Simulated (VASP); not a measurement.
GaAs, 2 atoms in the cell. The structure is tetragonal, space group I-4m2 (No. 119). Conventional cell: a = 4.007 Å, b = 4.007 Å, c = 5.695 Å, α = 90.00°, β = 90.00°, γ = 90.00°. Ga (site symmetry -4m2) has 4 As at 2.46 Å within 3.2 Å. Within 3.2 Å of As (site symmetry -4m2) lie 4 Ga at 2.46 Å. 

```yaml
Program: VASP 6.6.1
Task: G0W0 quasiparticle levels
Functional: PBE
Potentials_or_basis: VASP PAW PBE potentials, release 64 (Ga_d_GW, As_GW)
Cutoff: 500 eV
k_mesh: 4 × 4 × 4
Occupations: gaussian, width 0.01 eV
Spin: no spin polarisation
Dipole_correction: no
GW_scheme: G0W0
GW_iterations: 1
Cutoff_of_the_response_function: 150
Frequency_points: 96
Empty_bands: 190
Further_INCAR_settings: ALGO = EVGW0; EDIFF = 1e-08; NBANDS = 199
```

Potentials or basis: VASP PAW PBE potentials, release 64 (Ga_d_GW, As_GW).

The run is started by

```sh
$ cat potpaw_PBE.64/Ga_d_GW/POTCAR potpaw_PBE.64/As_GW/POTCAR > POTCAR
$ cp INCAR.step1 INCAR
$ mpirun -np 1 vasp_std > vasp.out
$ cp INCAR.step2 INCAR
$ mpirun -np 1 vasp_std > vasp.out
$ cp INCAR.step3 INCAR
$ mpirun -np 1 vasp_std > vasp.out
```

Hardware: 1 thread of Intel(R) Xeon(R) Platinum 8559C (Emerald Rapids), with other jobs on the host.

Question: Estimate the wall time of this run.

Answer: Run time: 7.2 min on 1 thread of Intel(R) Xeon(R) Platinum 8559C (Emerald Rapids), with other jobs on the host, peak memory 0.55 GiB. Counts: k points 13.
